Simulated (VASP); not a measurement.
# Ti (P6_3/mmc) in VASP: single point with PBE

Aim: the single point of Ti with PBE.

Program: VASP 6.6.1. These are calculated values, not measurements. Logs are shortened: lines on timing, memory, paths and dates and some standing lists are left out, and cuts for length are marked.

## Step 1: The cell of the first run

Symmetry: P6_3/mmc, No. 194, hexagonal system. The conventional cell has a = 2.950 Å, b = 2.950 Å, c = 4.680 Å, α = 90.00°, β = 90.00°, γ = 120.00°. Within 3.8 Å of Ti (site symmetry -6m2) lie 12 Ti at 2.89 to 2.95 Å.

## Step 2: Single point, PBE

File INCAR:

```
SYSTEM = Ti
PREC     = Accurate       ! precision mode
ENCUT    = 520            ! plane-wave cutoff, eV
EDIFF    = 1E-6           ! SCF threshold, eV
ISMEAR   = 1              ! smearing method
SIGMA    = 0.05           ! smearing width, eV
LREAL    = .FALSE.        ! projectors in reciprocal space
LASPH    = .TRUE.         ! aspherical terms in the spheres
NELM     = 80             ! most SCF steps
ALGO     = Normal         ! electronic algorithm
ISIF     = 2              ! what is computed and relaxed
LWAVE    = .FALSE.        ! write WAVECAR
LCHARG   = .FALSE.        ! write CHGCAR
GGA      = PE             ! functional
NBANDS   = 19             ! bands
```

File KPOINTS:

```
regular mesh
0
G
  19 19 11
  0 0 0
```

File POSCAR:

```
Ti
1.0
    2.9500000000      0.0000000000      0.0000000000
   -1.4750000000      2.5547749412      0.0000000000
    0.0000000000      0.0000000000      4.6800000000
Ti
2
Direct
    0.6666666667      0.3333333333      0.7500000000
    0.3333333333      0.6666666667      0.2500000000
```

Potentials or basis: VASP PAW PBE potentials, release 64 (Ti_sv).

Launch:

```console
> cat potpaw_PBE.64/Ti_sv/POTCAR > POTCAR
> mpirun -np 1 vasp_std > vasp.out
```

OUTCAR:

```text
SYSTEM = Ti
   PREC = Accurate
   ENCUT = 520
   EDIFF = 1E-6
   ISMEAR = 1
   LREAL = .FALSE.
   LASPH = .TRUE.
   NELM = 80
   ISIF = 2
   GGA = PE

 ion  position               nearest neighbor table
   1  0.667  0.333  0.750-   2 2.89   2 2.89   2 2.89   2 2.89   2 2.89   2 2.89
   2  0.333  0.667  0.250-   1 2.89   1 2.89   1 2.89   1 2.89   1 2.89   1 2.89

  LATTYP: Found a hexagonal cell.
 ALAT       =     2.9500000000
 C/A-ratio  =     1.5864406780

  Lattice vectors:

 A1 = (   2.9500000000,   0.0000000000,   0.0000000000)
 A2 = (  -1.4750000000,   2.5547749412,   0.0000000000)
 A3 = (   0.0000000000,   0.0000000000,   4.6800000000)

Analysis of symmetry for initial positions (statically):
=====================================================================
 Subroutine PRICEL returns:
 Original cell was already a primitive cell.

 Routine SETGRP: Setting up the symmetry group for a
 hexagonal supercell.

 Subroutine GETGRP returns: Found 24 space group operations
 (whereof 12 operations were pure point group operations)
 out of a pool of 24 trial point group operations.

The static configuration has the point symmetry D_3d.
 The point group associated with its full space group is D_6h.

Analysis of symmetry for dynamics (positions and initial velocities):
=====================================================================
 Subroutine PRICEL returns:
 Original cell was already a primitive cell.

 Routine SETGRP: Setting up the symmetry group for a
 hexagonal supercell.

 Subroutine GETGRP returns: Found 24 space group operations
 (whereof 12 operations were pure point group operations)
 out of a pool of 24 trial point group operations.

The dynamic configuration has the point symmetry D_3d.
 The point group associated with its full space group is D_6h.

 Subroutine INISYM returns: Found 24 space group operations
 (whereof 12 operations are pure point group operations),
 and found     1 'primitive' translations

----------------------------------------------------------------------------------------

                                     Primitive cell

  volume of cell :      35.2712

  direct lattice vectors                    reciprocal lattice vectors
     2.950000000  0.000000000  0.000000000     0.338983051  0.195711956  0.000000000
    -1.475000000  2.554774941  0.000000000     0.000000000  0.391423911  0.000000000
     0.000000000  0.000000000  4.680000000     0.000000000  0.000000000  0.213675214

  length of vectors
[... 82 lines left out ...]
   EDIFF  = 0.1E-05   stopping-criterion for ELM
   LREAL  =      F    real-space projection
   EDIFFG = 0.1E-04   stopping-criterion for IOM
   NSW    =      0    number of steps for IOM
   IBRION =     -1    ionic relax: 0-MD 1-quasi-New 2-CG
   NFREE  =      0    steps in history (QN), initial steepest desc. (CG)
   ISIF   =      2    stress and relaxation
   ISYM   =      2    0-nonsym 1-usesym 2-fastsym
   POTIM  = 0.5000    time-step for ionic-motion
   TEBEG  =    0.0;   TEEND  =   0.0 temperature during run
   PSTRESS=    0.0 pullay stress
   NELECT =      24.0000    total number of electrons
   NUPDOWN=      -1.0000    fix difference up-down
   EMIN   =  10.00;   EMAX   =-10.00  energy-range for DOS
   EFERMI =   0.00;   METHOD = LEGACY
   ISMEAR =     1;   SIGMA  =   0.05  broadening in eV -4-tet -1-fermi 0-gaus
   EFERMI_NEDOS =   21; number of points for ismear=-14 and -15
   IALGO  =     38    algorithm
   IMIX   =      4    mixing-type and parameters
     AMIX     =   0.40;   BMIX     =  1.00
     AMIX_MAG =   1.60;   BMIX_MAG =  1.00
  volume/ion in A,a.u.               =      17.64       119.01
  Fermi-wavevector in a.u.,A,eV,Ry     =   1.439920  2.721055 28.209912  2.073370
  Thomas-Fermi vector in A             =   2.558722
   LORBIT       =      0    0 simple, 1 ext, 2 COOP (PROOUT), +10 PAW based schemes
   GGA     = PE    functional components
   LHFCALC =     F    Hartree Fock is set to
   AEXX    =    0.0000 exact exchange contribution
   IVDW    =     0    specifies the selected vdW correction
   LEPSILON=     F    determine dielectric tensor
   LRPA    =     F    only Hartree local field effects (RPA)
 non-spin polarized calculation
 Methfessel and Paxton  Order N= 1 SIGMA  =   0.05
  energy-cutoff  :      520.00
  volume of cell :       35.27
 maximum number of plane-waves:       975
 NGX is ok and might be reduce to    24
   NGX = 11   NGY = 11   NGZ = 17

 number of electron      24.0000002 magnetization

 Free energy of the ion-electron system (eV)
  ---------------------------------------------------
  ext. energy  EPLUGINS =         0.00000000
  ---------------------------------------------------
  free energy    TOTEN  =       -15.66901243 eV

  energy without entropy =      -15.66872968  energy(sigma->0) =      -15.66891818

 E-fermi :   8.1877     XC(G=0): -11.4260

 val. band max:        8.1871080600   @ k =   0.3158   0.2632   0.3636
 cond. band min:       8.1890256040   @ k =   0.2632   0.2105   0.4545
 fundamental gap:      0.0019175440
 Fermi energy:         8.1876735072

 k-point     1 :       0.0000    0.0000    0.0000
  band No.  band energies     occupation
      1     -48.7138      2.00000
      2     -48.5862      2.00000
      3     -25.2860      2.00000
      4     -24.6683      2.00000
      5     -24.6683      2.00000
      6     -24.6149      2.00000
[... 505 lines left out ...]
      6     -24.7982      2.00000
[... 11 lines left out ...]
     18      11.5702      0.00000
     19      11.6311      0.00000

 [... further k-points ...]

------------------------ aborting loop because EDIFF is reached ----------------------------------------

  FORCE on cell =-STRESS in cart. coord.  units (eV):
  Direction    XX          YY          ZZ          XY          YZ          ZX
  --------------------------------------------------------------------------------------
  -------------------------------------------------------------------------------------
  Total       -0.3682184     -0.3682184     -0.4195186      0.0000000     -0.0000000      0.0000000
  in kB      -16.7261352    -16.7261352    -19.0564194      0.0000000     -0.0000000      0.0000000
  external PRESSURE =     -17.5028966 kB  Pullay stress =       0.0000000 kB

 VOLUME and BASIS-vectors are now :
 -----------------------------------------------------------------------------
  energy-cutoff  :      520.00
  volume of cell :       35.27
      direct lattice vectors                 reciprocal lattice vectors
     2.950000000  0.000000000  0.000000000     0.338983051  0.195711956  0.000000000
    -1.475000000  2.554774941  0.000000000     0.000000000  0.391423911  0.000000000
     0.000000000  0.000000000  4.680000000     0.000000000  0.000000000  0.213675214

 POSITION                                       TOTAL-FORCE (eV/Angst)
 -----------------------------------------------------------------------------------
      1.47500      0.85159      3.51000         0.000000      0.000000      0.000000
     -0.00000      1.70318      1.17000        -0.000000      0.000000      0.000000
 -----------------------------------------------------------------------------------
    total drift:                               -0.000000      0.000000     -0.000000

  FREE ENERGIE OF THE ION-ELECTRON SYSTEM (eV)
  ---------------------------------------------------
  free  energy   TOTEN  =       -15.6690124261 eV

  energy  without entropy=      -15.6687296772  energy(sigma->0) =      -15.66891818
```

OSZICAR:

```text
N       E                     dE             d eps       ncg     rms          rms(c)
DAV:   1     0.264299135326E+03    0.26430E+03   -0.13088E+04  9128   0.157E+03
DAV:   2     0.126901343948E+02   -0.25161E+03   -0.24767E+03  9390   0.441E+02
DAV:   3    -0.164789241612E+02   -0.29169E+02   -0.28846E+02 16939   0.123E+02
DAV:   4    -0.177403897825E+02   -0.12615E+01   -0.12586E+01 10596   0.265E+01
DAV:   5    -0.178021330866E+02   -0.61743E-01   -0.61728E-01 13560   0.418E+00    0.117E+01
DAV:   6    -0.156681830498E+02    0.21340E+01   -0.78573E+00 10671   0.279E+01    0.289E+00
DAV:   7    -0.156515805003E+02    0.16603E-01   -0.68810E-01 13706   0.601E+00    0.205E+00
DAV:   8    -0.156760663832E+02   -0.24486E-01   -0.19176E-01  9971   0.504E+00    0.679E-01
DAV:   9    -0.156685951017E+02    0.74713E-02   -0.42104E-02 10457   0.208E+00    0.689E-02
DAV:  10    -0.156689898470E+02   -0.39475E-03   -0.30982E-03 13045   0.329E-01    0.757E-02
DAV:  11    -0.156690239314E+02   -0.34084E-04   -0.10164E-04 11812   0.732E-02    0.387E-02
DAV:  12    -0.156690118993E+02    0.12032E-04   -0.41468E-05  9817   0.549E-02    0.171E-03
DAV:  13    -0.156690124261E+02   -0.52685E-06   -0.11456E-06  7433   0.859E-03
   1 F= -.15669012E+02 E0= -.15668918E+02  d E =-.282749E-03
```

stdout:

```text
POSCAR found type information on POSCAR Ti
 POSCAR found :  1 types and       2 ions
 scaLAPACK will be used
 LDA part: xc-table for (Slater+PW92), standard interpolation
 POSCAR, INCAR and KPOINTS ok, starting setup
 FFT: planning ... GRIDC
 FFT: planning ... GRID_SOFT
 FFT: planning ... GRID
 WAVECAR not read
 entering main loop
```

Wall time 4.1 min (1 thread of AMD EPYC 7R13, shared host); peak memory 0.22 GiB.

What came out:

```
Free energy            : -15.6690 eV
Pressure               : -1.8 GPa
Band gap on the k mesh : zero (band 12 reaches 8.94 eV, above the bottom of band 13 at 7.88 eV)
```

Levels at points of the mesh, in eV from the Fermi level:
| k point | band 8 | band 9 | band 10 | band 11 | band 12 | band 13 | band 14 | band 15 | band 16 | band 17 |
| --- | --- | --- | --- | --- | --- | --- | --- | --- | --- | --- |
| (0.00, 0.00, 0.00) | -32.76 | -6.19 | -2.67 | 0.70 | 0.76 | 0.76 | 0.85 | 1.24 | 1.24 | 1.59 |
